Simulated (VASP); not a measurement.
# BeS (Fm-3m) in VASP: a series of runs, part 2 of 3

VASP 6.6.1. The steps go on from the part before.

### 3 Single point, PBE

This run uses another cell than the first one, of 16.47 Å³/atom, 1.325 times its volume.

Input file INCAR:

```
SYSTEM = BeS
  ALGO = Normal
  EDIFF = 1E-6
  ENCUT = 520
  GGA = PE
  ISIF = 2
  ISMEAR = 0
  LASPH = .TRUE.
  LCHARG = .FALSE.
  LREAL = .FALSE.
  LWAVE = .FALSE.
  NBANDS = 11
  NELM = 80
  PREC = Accurate
  SIGMA = 0.1
```

Input file KPOINTS:

```
k-points
0
G
  6 6 6
  0 0 0
```

Input file POSCAR:

```
BeS
1.0
    0.0000000000      2.5442294100      2.5442294100
    2.5442294100      0.0000000000      2.5442294100
    2.5442294100      2.5442294100      0.0000000000
Be S
1 1
Direct
    0.0000000000      0.0000000000      0.0000000000
    0.5000000000      0.5000000000      0.5000000000
```

Potentials or basis: VASP PAW PBE potentials, release 64 (Be, S).

The run is started by

```sh
$ cat potpaw_PBE.64/Be/POTCAR potpaw_PBE.64/S/POTCAR > POTCAR
$ mpirun -np 1 vasp_std > vasp.out
```

OUTCAR:

```text
SYSTEM = BeS
   EDIFF = 1E-6
   ENCUT = 520
   GGA = PE
   ISIF = 2
   ISMEAR = 0
   LASPH = .TRUE.
   LREAL = .FALSE.
   NELM = 80
   PREC = Accurate

 ion  position               nearest neighbor table
   1  0.000  0.000  0.000-   2 2.54   2 2.54   2 2.54   2 2.54   2 2.54   2 2.54
   2  0.500  0.500  0.500-   1 2.54   1 2.54   1 2.54   1 2.54   1 2.54   1 2.54

  LATTYP: Found a face centered cubic cell.
 ALAT       =     5.0884588200

  Lattice vectors:

 A1 = (   0.0000000000,   2.5442294100,   2.5442294100)
 A2 = (   2.5442294100,   0.0000000000,   2.5442294100)
 A3 = (   2.5442294100,   2.5442294100,   0.0000000000)

Analysis of symmetry for initial positions (statically):
[... 33 lines left out ...]
                                     Primitive cell

  volume of cell :      32.9381

  direct lattice vectors                    reciprocal lattice vectors
     0.000000000  2.544229410  2.544229410    -0.196523159  0.196523159  0.196523159
     2.544229410  0.000000000  2.544229410     0.196523159 -0.196523159  0.196523159
     2.544229410  2.544229410  0.000000000     0.196523159  0.196523159 -0.196523159

  length of vectors
     3.598083737  3.598083737  3.598083737     0.340388096  0.340388096  0.340388096

  position of ions in fractional coordinates (direct lattice)
     0.000000000  0.000000000  0.000000000
     0.500000000  0.500000000  0.500000000

  ion indices of the primitive-cell ions
   primitive index   ion index
                 1           1
                 2           2

----------------------------------------------------------------------------------------

 KPOINTS: k-points

Automatic generation of k-mesh.
 Grid dimensions read from file:
 generate k-points for:    6    6    6

 Generating k-lattice:

  Cartesian coordinates                     Fractional coordinates (reciprocal lattice)
    -0.032753860  0.032753860  0.032753860     0.166666667  0.000000000  0.000000000
     0.032753860 -0.032753860  0.032753860     0.000000000  0.166666667  0.000000000
     0.032753860  0.032753860 -0.032753860     0.000000000  0.000000000  0.166666667

  Length of vectors
     0.056731349  0.056731349  0.056731349

  Shift w.r.t. Gamma in fractional coordinates (k-lattice)
     0.000000000  0.000000000  0.000000000

 Subroutine IBZKPT returns following result:
 ===========================================

 Found     16 irreducible k-points:

 Following reciprocal coordinates:
[... 6 lines left out ...]
  0.333333  0.166667  0.000000     24.000000
[... 8 lines left out ...]
 -0.333333  0.333333  0.166667     24.000000
 -0.333333  0.500000  0.166667     12.000000
   k-points           NKPTS =     16   k-points in BZ     NKDIM =     16   number of bands    NBANDS=     11
   number of dos      NEDOS =    301   number of ions     NIONS =      2
   total plane-waves  NPLWV =  21952
   dimension x,y,z NGX =    28 NGY =   28 NGZ =   28
   dimension x,y,z NGXF=    56 NGYF=   56 NGZF=   56
   ions per type =               1   1
   NGX,Y,Z   is equivalent  to a cutoff of  12.94, 12.94, 12.94 a.u.
   NGXF,Y,Z  is equivalent  to a cutoff of  25.87, 25.87, 25.87 a.u.
 SYSTEM =  BeS
   PREC   = accura    normal or accurate (medium, high low for compatibility)
   ISTART =      0    job   : 0-new  1-cont  2-samecut
   ICHARG =      2    charge: 1-file 2-atom 10-const
   ISPIN  =      1    spin polarized calculation?
   LNONCOLLINEAR =      F non collinear calculations
   LSORBIT =      F    spin-orbit coupling
   LASPH  =      T    aspherical Exc in radial PAW
   ENCUT  =  520.0 eV  38.22 Ry    6.18 a.u.   6.69  6.69  6.69*2*pi/ulx,y,z
   NELM   =     80;   NELMIN=  2; NELMDL= -5     # of ELM steps
   EDIFF  = 0.1E-05   stopping-criterion for ELM
   LREAL  =      F    real-space projection
   EDIFFG = 0.1E-04   stopping-criterion for IOM
   NSW    =      0    number of steps for IOM
   IBRION =     -1    ionic relax: 0-MD 1-quasi-New 2-CG
   NFREE  =      0    steps in history (QN), initial steepest desc. (CG)
   ISIF   =      2    stress and relaxation
   ISYM   =      2    0-nonsym 1-usesym 2-fastsym
   POTIM  = 0.5000    time-step for ionic-motion
   TEBEG  =    0.0;   TEEND  =   0.0 temperature during run
   PSTRESS=    0.0 pullay stress
   NELECT =       8.0000    total number of electrons
   NUPDOWN=      -1.0000    fix difference up-down
   EMIN   =  10.00;   EMAX   =-10.00  energy-range for DOS
   EFERMI =   0.00;   METHOD = LEGACY
   ISMEAR =     0;   SIGMA  =   0.10  broadening in eV -4-tet -1-fermi 0-gaus
   EFERMI_NEDOS =   21; number of points for ismear=-14 and -15
   IALGO  =     38    algorithm
   IMIX   =      4    mixing-type and parameters
     AMIX     =   0.40;   BMIX     =  1.00
     AMIX_MAG =   1.60;   BMIX_MAG =  1.00
  volume/ion in A,a.u.               =      16.47       111.14
  Fermi-wavevector in a.u.,A,eV,Ry     =   1.021422  1.930208 14.194999  1.043303
  Thomas-Fermi vector in A             =   2.155046
   LORBIT       =      0    0 simple, 1 ext, 2 COOP (PROOUT), +10 PAW based schemes
   GGA     = PE    functional components
   LHFCALC =     F    Hartree Fock is set to
   AEXX    =    0.0000 exact exchange contribution
   IVDW    =     0    specifies the selected vdW correction
   LEPSILON=     F    determine dielectric tensor
   LRPA    =     F    only Hartree local field effects (RPA)
 non-spin polarized calculation
 Gauss-broadening in eV      SIGMA  =   0.10
  energy-cutoff  :      520.00
  volume of cell :       32.94
 maximum number of plane-waves:       911
   NGX = 13   NGY = 13   NGZ = 13

 number of electron       7.9999999 magnetization

 Free energy of the ion-electron system (eV)
  ---------------------------------------------------
  ext. energy  EPLUGINS =         0.00000000
  ---------------------------------------------------
  free energy    TOTEN  =        -8.32173696 eV

  energy without entropy =       -8.32173696  energy(sigma->0) =       -8.32173696

 E-fermi :   3.9712     XC(G=0):  -9.4735

 val. band max:        3.5847296313   @ k =  -0.1667   0.1667   0.0000
 cond. band min:       4.3397755063   @ k =   0.5000   0.5000   0.0000
 fundamental gap:      0.7550458750
 Fermi energy:         3.9712279819

 k-point     1 :       0.0000    0.0000    0.0000
  band No.  band energies     occupation
      1      -9.4374      2.00000
      2       3.3796      2.00000
      3       3.3796      2.00000
      4       3.3796      2.00000
      5       6.2143      0.00000
      6      11.7157      0.00000
      7      11.7157      0.00000
      8      11.7157      0.00000
      9      12.6068      0.00000
     10      12.6068      0.00000
     11      12.6068      0.00000

 k-point     2 :       0.1667    0.0000    0.0000
  band No.  band energies     occupation
      1      -9.1603      2.00000
      2       1.5962      2.00000
      3       3.3293      2.00000
      4       3.3293      2.00000
      5       7.3329      0.00000
      6      10.1170      0.00000
      7      10.1170      0.00000
      8      10.8777      0.00000
      9      13.1994      0.00000
     10      13.4975      0.00000
     11      13.4975      0.00000

 k-point     3 :       0.3333    0.0000    0.0000
  band No.  band energies     occupation
      1      -8.4812      2.00000
      2      -0.7321      2.00000
      3       3.2733      2.00000
      4       3.2733      2.00000
      5       7.4459      0.00000
      6       8.4199      0.00000
      7       8.4199      0.00000
      8      11.0084      0.00000
      9      14.6774      0.00000
     10      15.7373      0.00000
     11      15.7373      0.00000
[... 155 lines left out ...]
 k-point    15 :      -0.3333    0.3333    0.1667
  band No.  band energies     occupation
      1      -7.6301      2.00000
      2      -0.8981      2.00000
      3       0.4699      2.00000
      4       1.6535      2.00000
      5       7.3576      0.00000
      6       8.2854      0.00000
      7      11.4103      0.00000
      8      12.4020      0.00000
      9      14.5978      0.00000
     10      14.8310      0.00000
     11      19.3170      0.00000

 k-point    16 :      -0.3333    0.5000    0.1667
  band No.  band energies     occupation
      1      -7.4760      2.00000
      2      -0.7155      2.00000
      3       0.5156      2.00000
      4       0.8201      2.00000
      5       6.1889      0.00000
      6      10.0815      0.00000
      7      10.6836      0.00000
      8      13.1708      0.00000
      9      13.6421      0.00000
     10      16.5145      0.00000
     11      20.2075      0.00000

------------------------ aborting loop because EDIFF is reached ----------------------------------------

  FORCE on cell =-STRESS in cart. coord.  units (eV):
  Direction    XX          YY          ZZ          XY          YZ          ZX
  --------------------------------------------------------------------------------------
  -------------------------------------------------------------------------------------
  Total       -3.6104838     -3.6104838     -3.6104838     -0.0000000     -0.0000000      0.0000000
  in kB     -175.6212994   -175.6212994   -175.6212994     -0.0000000     -0.0000000      0.0000000
  external PRESSURE =    -175.6212994 kB  Pullay stress =       0.0000000 kB

 VOLUME and BASIS-vectors are now :
 -----------------------------------------------------------------------------
  energy-cutoff  :      520.00
  volume of cell :       32.94
      direct lattice vectors                 reciprocal lattice vectors
     0.000000000  2.544229410  2.544229410    -0.196523159  0.196523159  0.196523159
     2.544229410  0.000000000  2.544229410     0.196523159 -0.196523159  0.196523159
     2.544229410  2.544229410  0.000000000     0.196523159  0.196523159 -0.196523159

 POSITION                                       TOTAL-FORCE (eV/Angst)
 -----------------------------------------------------------------------------------
      0.00000      0.00000      0.00000        -0.000000     -0.000000     -0.000000
      2.54423      2.54423      2.54423         0.000000      0.000000      0.000000
 -----------------------------------------------------------------------------------
    total drift:                                0.000000      0.000000      0.000000

  FREE ENERGIE OF THE ION-ELECTRON SYSTEM (eV)
  ---------------------------------------------------
  free  energy   TOTEN  =        -8.3217369612 eV

  energy  without entropy=       -8.3217369592  energy(sigma->0) =       -8.32173696
```

stdout:

```text
POSCAR found type information on POSCAR BeS
 POSCAR found :  2 types and       2 ions
 scaLAPACK will be used
 LDA part: xc-table for (Slater+PW92), standard interpolation
 POSCAR, INCAR and KPOINTS ok, starting setup
 FFT: planning ... GRIDC
 FFT: planning ... GRID_SOFT
 FFT: planning ... GRID
 WAVECAR not read
 entering main loop
```

Run time: 5.4 s. Hardware: 1 thread of AMD EPYC 7R43 (Zen 3), shared host; peak memory 0.11 GiB.

What came out:

| Quantity | Value |
| --- | --- |
| Free energy | -8.3217 eV |
| Pressure | -17.6 GPa |
| Band gap on the k mesh | 0.76 eV, indirect (least direct gap 2.83 eV) |

Levels at points of the mesh, in eV from the valence-band top:
```
           k point  band 1  band 2  band 3  band 4  band 5  band 6  band 7  band 8  band 9
(0.00, 0.00, 0.00)  -13.02   -0.21   -0.21   -0.21    2.63    8.13    8.13    8.13    9.02
(0.50, 0.00, 0.00)  -11.62   -5.37   -0.32   -0.32    3.62    4.20    4.20    7.59   13.61
(0.50, 0.50, 0.00)  -11.07   -4.78   -2.17   -2.17    0.76    5.33    9.42    9.42   10.42
```

A k mesh can miss the band edges. As with any semilocal functional, this PBE gap is likely too small.

### 4 Single point, PBE

This run uses another cell than the first one, of 12.40 Å³/atom, 0.998 times its volume.

Input file INCAR:

```
SYSTEM = BeS
PREC = Accurate ; ENCUT = 520
EDIFF = 1E-7 ; ISMEAR = 0
SIGMA = 0.02 ; LREAL = .False.
LASPH = .True. ; NELM = 100
ALGO = Normal ; ISIF = 2
LWAVE = .False. ; LCHARG = .False.
GGA = PE ; NBANDS = 11
```

Input file KPOINTS:

```
regular mesh
0
Gamma
  10 10 10
  0 0 0
```

Input file POSCAR:

```
BeS
1.0
    0.0000000000      2.3146899932      2.3146899932
    2.3146899932      0.0000000000      2.3146899932
    2.3146899932      2.3146899932      0.0000000000
Be S
1 1
Direct
    0.0000000000      0.0000000000      0.0000000000
    0.5000000000      0.5000000000      0.5000000000
```

The run is started by

```sh
$ cat potpaw_PBE.64/Be/POTCAR potpaw_PBE.64/S/POTCAR > POTCAR
$ mpirun -np 1 vasp_std > vasp.out
```

Run time: 8.2 s. Hardware: 1 thread of AMD EPYC 7R43 (Zen 3), shared host; peak memory 0.1 GiB.

Results (log left out):

| Quantity | Value |
| --- | --- |
| Free energy | -8.8946 eV |
| Pressure | -0.1 GPa |
| Band gap on the k mesh | 1.03 eV, indirect (least direct gap 4.16 eV) |

Levels at points of the mesh, in eV from the valence-band top:
| k point | band 1 | band 2 | band 3 | band 4 | band 5 | band 6 | band 7 | band 8 | band 9 |
| --- | --- | --- | --- | --- | --- | --- | --- | --- | --- |
| (0.00, 0.00, 0.00) | -15.07 | -0.25 | -0.25 | -0.25 | 5.37 | 8.88 | 8.88 | 8.88 | 9.65 |
| (0.50, 0.00, 0.00) | -12.80 | -7.18 | -0.46 | -0.46 | 3.99 | 3.99 | 4.19 | 10.27 | 15.58 |
| (0.50, 0.50, 0.00) | -11.75 | -6.75 | -3.13 | -3.13 | 1.03 | 4.38 | 11.85 | 11.85 | 13.67 |

A k mesh can miss the band edges. As with any semilocal functional, this PBE gap is likely too small.

### 5 Relaxation of cell and atoms, PBE

This run uses another cell than the first one, of 16.47 Å³/atom, 1.325 times its volume.

Input file INCAR:

```
SYSTEM = BeS
PREC = Accurate
ENCUT = 600
EDIFF = 1E-6
ISMEAR = 0
SIGMA = 0.1
LREAL = .FALSE.
LASPH = .TRUE.
NELM = 60
ALGO = Normal
ISIF = 3
LWAVE = .FALSE.
LCHARG = .FALSE.
GGA = PE
IBRION = 2
NSW = 90
EDIFFG = -0.04
```

Input file KPOINTS:

```
Automatic mesh
0
G
  6 6 6
  0 0 0
```

Input file POSCAR:

```
BeS
1.0
    0.0000000000      2.5442294100      2.5442294100
    2.5442294100      0.0000000000      2.5442294100
    2.5442294100      2.5442294100      0.0000000000
Be S
1 1
Direct
    0.0000000000      0.0000000000      0.0000000000
    0.5000000000      0.5000000000      0.5000000000
```

The run is started by

```sh
$ cat potpaw_PBE.64/Be/POTCAR potpaw_PBE.64/S/POTCAR > POTCAR
$ mpirun -np 1 vasp_std > vasp.out
```

Run time: 13 s. Hardware: 1 thread of AMD EPYC 7R43 (Zen 3), shared host; peak memory 0.13 GiB.

Results (log left out):

| Property | Result |
| --- | --- |
| Free energy | -8.8793 eV |
| Relaxed volume | 12.43 Å³/atom |
| Relaxed cell | a = 3.276 Å, b = 3.276 Å, c = 3.276 Å, α = 60.00°, β = 60.00°, γ = 60.00° |
| Space group after relaxing (to 0.05 Å) | Fm-3m (No. 225) |
| Energy gained by relaxing | 278.7 meV/atom |
| Ionic steps | 3 |
| Pressure after relaxing | 0.0 GPa |
| Band gap on the k mesh | 0.98 eV, indirect (least direct gap 4.15 eV) |

Step by step:
```
step  energy change (eV)  largest force (eV/Å)  pressure (GPa)  volume (Å³)
   1              0.0000                0.0000          -17.53        32.94
   2             -0.5567                0.0000           -0.99        25.07
   3             -0.5575                0.0000           -0.04        24.85
```

Final structure:
```yaml
crystal:
  lattice:
    - [0.00000, 2.31629, 2.31629]
    - [2.31629, 0.00000, 2.31629]
    - [2.31629, 2.31629, 0.00000]
  atoms:
    - { symbol: Be, position: [0.00000, 0.00000, 0.00000] }
    - { symbol: S, position: [0.50000, 0.50000, 0.50000] }
```

Levels at points of the mesh, in eV from the valence-band top:
```csv
k point,band 1,band 2,band 3,band 4,band 5,band 6,band 7,band 8
"(0.00, 0.00, 0.00)",-15.09,-0.29,-0.29,-0.29,5.31,9.59,9.59,9.59
"(0.50, 0.00, 0.00)",-12.83,-7.21,-0.50,-0.50,3.94,3.94,4.14,10.20
"(0.50, 0.50, 0.00)",-11.78,-6.77,-3.17,-3.17,0.98,4.34,11.78,11.78
```

Caveat: the volume moved by over 15 % at a fixed basis, so the end points are rough. A k mesh can miss the band edges.

(Continued in part 3 of 3.)
